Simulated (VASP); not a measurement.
Input of a VASP 6.6.1 run:

INCAR

```
SYSTEM = Ti4HBr
ALGO = Normal
EDIFF = 1E-7
ENCUT = 520
GGA = PE
ISIF = 2
ISMEAR = 0
ISPIN = 2
LASPH = .TRUE.
LCHARG = .FALSE.
LMAXMIX = 4
LORBIT = 11
LREAL = .FALSE.
LWAVE = .FALSE.
MAGMOM = 1 1 1 1 0 0
NBANDS = 41
NELM = 150
PREC = Accurate
SIGMA = 0.1
```

The input KPOINTS:

```
k-points
0
G
  4 4 4
  0 0 0
```

The input POSCAR:

```
Ti4HBr
1.0
    4.8164830682      0.0000000000      0.0000000000
    0.0000000000      4.8164830682      0.0000000000
    0.0000000000      0.0000000000      4.8164830682
Ti H Br
4 1 1
Direct
    0.2087703479      0.2087703479      0.2087703479
    0.2087703479      0.7912296521      0.7912296521
    0.7912296521      0.7912296521      0.2087703479
    0.7912296521      0.2087703479      0.7912296521
    0.0000000000      0.0000000000      0.0000000000
    0.5000000000      0.5000000000      0.5000000000
```

Potentials or basis: VASP PAW PBE potentials, release 64 (Ti_sv, H, Br).

Launch:

```console
$ cat potpaw_PBE.64/Ti_sv/POTCAR potpaw_PBE.64/H/POTCAR potpaw_PBE.64/Br/POTCAR > POTCAR
$ mpirun -np 1 vasp_std > vasp.out
```

Problem. What does it give for the largest force?

Solution. 0.013 eV/Å.

Problem. Estimate the pressure.

Solution. 0.2 GPa.

Forces on the atoms (eV/Å):
```
Ti  -0.007 -0.007 -0.007
Ti  -0.007  0.007  0.007
Ti   0.007  0.007 -0.007
Ti   0.007 -0.007  0.007
H    0.000  0.000  0.000
Br   0.000  0.000  0.000
```
